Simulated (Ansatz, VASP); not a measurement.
GaN: VASP beside Ansatz

File POSCAR:

```
GaN
1.0
    0.0000000000      2.2535006075      2.2535006075
    2.2535006075      0.0000000000      2.2535006075
    2.2535006075      2.2535006075      0.0000000000
Ga N
1 1
Direct
    0.0332815530      0.0332815530     -0.0803487767
    0.7500000000      0.7500000000      0.7500000000
```

INCAR.step1

```
ALGO = Normal
EDIFF = 1E-4
ENCUT = 520
GGA = PE
ISMEAR = 0
LASPH = T
LCHARG = F
LREAL = F
LWAVE = T
NBANDS = 16
NELM = 60
PREC = Accurate
SIGMA = 0.05
```

File INCAR.step2:

```
ALGO = Normal
EDIFF = 1E-6
ENCUT = 520
ISIF = 2
ISMEAR = 0
ISTART = 1
LASPH = T
LCHARG = F
LMIXTAU = T
LREAL = F
LWAVE = F
METAGGA = R2SCAN
NBANDS = 16
NELM = 60
PREC = Accurate
SIGMA = 0.05
```

The input KPOINTS:

```
k-points
0
Gamma
  10 10 10
```

Input for Ansatz:

```yaml
crystal:
  lattice:
    - [0.0, 2.2535006075, 2.2535006075]
    - [2.2535006075, 0.0, 2.2535006075]
    - [2.2535006075, 2.2535006075, 0.0]
  atoms:
    - { symbol: Ga, position: [0.033281553, 0.033281553, -0.0803487767] }
    - { symbol: "N", position: [0.75, 0.75, 0.75] }
basis:
  ecutwfc: 500
kpoints:
  mp_grid: { grid: [10, 10, 10] }
hamiltonian:
  xc: r2scan
scf:
  occupations: { method: gaussian, width: 0.05 }
output:
  forces: true
  stress: true
  eigenvalues: true
  write_density: true
  write_potential: true
  elf: true
  volumetric_format: npy
```

Alike in both runs: task single point; functional r2SCAN; k mesh 10 × 10 × 10; occupations gaussian, width 0.05 eV; no spin polarisation.

```csv
,VASP,Ansatz
version,VASP 6.6.1,Ansatz 0.2.0
potentials or method,"VASP PAW PBE potentials, release 64 (Ga_d, N), cutoff 520 eV","scalar-relativistic, plane waves, PAW"
valence electrons in the cell,18,18
```

Ansatz gave:

- gap on the k mesh at the Fermi level (eV): 1.83
- least direct gap on the mesh (eV): 1.83
- pressure (GPa): 2.1
- traceless stress, the component that is largest in VASP (GPa): -6.19
- rms of the force components (eV/Å): 0.944

**Question.** What did VASP give for the same quantities?

**Answer.** gap on the k mesh at the Fermi level (eV): 1.83; least direct gap on the mesh (eV): 1.83; pressure (GPa): 3.3; traceless stress, the component that is largest in VASP (GPa): -6.56; rms of the force components (eV/Å): 0.968.

VASP's potentials were made for PBE, not for r2SCAN. Atom by atom the forces differ by 0.024 eV/Å (rms over components). With one functional, cell and mesh, what is left measures potentials, basis and numerics.
